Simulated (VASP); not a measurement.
Input of a VASP 6.6.1 run:

File INCAR:

```
SYSTEM = Cu2NiO3
PREC     = Accurate       ! precision mode
ENCUT    = 520            ! plane-wave cutoff, eV
EDIFF    = 1E-6           ! SCF threshold, eV
ISMEAR   = 0              ! smearing method
SIGMA    = 0.1            ! smearing width, eV
LREAL    = .FALSE.        ! projectors in reciprocal space
LASPH    = .TRUE.         ! aspherical terms in the spheres
NELM     = 150            ! most SCF steps
ALGO     = Normal         ! electronic algorithm
ISIF     = 2              ! what is computed and relaxed
LWAVE    = .FALSE.        ! write WAVECAR
LCHARG   = .FALSE.        ! write CHGCAR
ISPIN    = 2              ! spin polarisation
MAGMOM   = 1 1 2 0 0 0    ! initial moments
LORBIT   = 11             ! projections on sites
LMAXMIX  = 4              ! l up to which the mixer works
GGA      = PE             ! functional
NBANDS   = 38             ! bands
```

Contents of KPOINTS:

```
Automatic mesh
0
G
  6 6 4
  0 0 0
```

The input POSCAR:

```
Cu2NiO3
1.0
    4.5790729000      0.0000000000      0.0000000000
   -2.2895364500      3.9655934600      0.0000000000
    0.0000000000      0.0000000000      3.7731058200
Cu Ni O
2 1 3
Direct
    0.3333333300      0.6666666700      0.0000000000
    0.6666666700      0.3333333300      0.0000000000
    0.0000000000      0.0000000000      0.0000000000
    0.5000000000      0.0000000000      0.5000000000
    0.0000000000      0.5000000000      0.5000000000
    0.5000000000      0.5000000000      0.5000000000
```

Potentials or basis: VASP PAW PBE potentials, release 64 (Cu, Ni, O).

Command:

```sh
$ cat potpaw_PBE.64/Cu/POTCAR potpaw_PBE.64/Ni/POTCAR potpaw_PBE.64/O/POTCAR > POTCAR
$ mpirun -np 1 vasp_std > vasp.out
```

**Question.** What does it give for the site moments?

**Answer.** Cu +0.07; Ni +1.02; O +0.28 μB.

**Question.** What does it give for the net moment?

**Answer.** 2.05 μB per cell.

Stress tensor (GPa, compression positive):
```
  0.07   0.00   0.00
  0.00   0.07   0.00
  0.00   0.00 -29.34
```

Caveat: the k points lie up to 0.42 Å⁻¹ apart.
